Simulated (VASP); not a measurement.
Here is a VASP 6.6.1 calculation.

The input INCAR:

```
SYSTEM = MgS
ALGO = Normal
EDIFF = 1E-6
EDIFFG = -0.01
ENCUT = 600
GGA = PE
IBRION = 2
ISIF = 3
ISMEAR = 0
ISYM = 0
LASPH = .TRUE.
LCHARG = .FALSE.
LREAL = .FALSE.
LWAVE = .FALSE.
NELM = 80
NSW = 65
PREC = Accurate
SIGMA = 0.02
```

KPOINTS

```
Automatic mesh
0
Gamma
  9 9 3
  0.5 0.5 0.5
```

File POSCAR:

```
MgS
1.0
    4.0544445452      0.0000000000      0.0000000000
   -2.0272222726      3.5112519744      0.0000000000
    0.0000000000      0.0000000000      9.7371454216
Mg S
3 3
Direct
    0.0000000000      0.0000000000      0.0000000000
    0.3333333333      0.6666666667      0.3333333333
    0.6666666667      0.3333333333      0.6666666667
    0.0000000000      0.0000000000      0.2500000000
    0.3333333333      0.6666666667      0.5833333333
    0.6666666667      0.3333333333      0.9166666667
```

Potentials or basis: VASP PAW PBE potentials, release 64 (Mg, S).

Command:

```bash
$ cat potpaw_PBE.64/Mg/POTCAR potpaw_PBE.64/S/POTCAR > POTCAR
$ mpirun -np 1 vasp_std > vasp.out
```

What does it give for the band gap on the k mesh?

3.67 eV.

What does it give for the relaxed cell?

a = 4.026 Å, b = 4.026 Å, c = 9.859 Å, α = 90.00°, β = 90.00°, γ = 120.00°.

Estimate the space group after relaxing (to 0.1 Å).

F-43m (No. 216).

Estimate the relaxed volume.

23.06 Å³/atom.

Final structure:
```
Mg S
1.0
     4.02590    0.00000    0.00000
    -2.01295    3.48653    0.00000
     0.00000    0.00000    9.85918
Mg S
3 3
Cartesian
  -2.0129 3.4865 9.8590
  0.0000 2.3244 3.2862
  2.0130 1.1622 6.5726
  4.0259 0.0000 2.4650
  0.0000 2.3244 5.7514
  2.0130 1.1622 9.0378
```

Caveat: a shifted mesh leaves out Γ, where band edges can lie. A k mesh can miss the band edges.
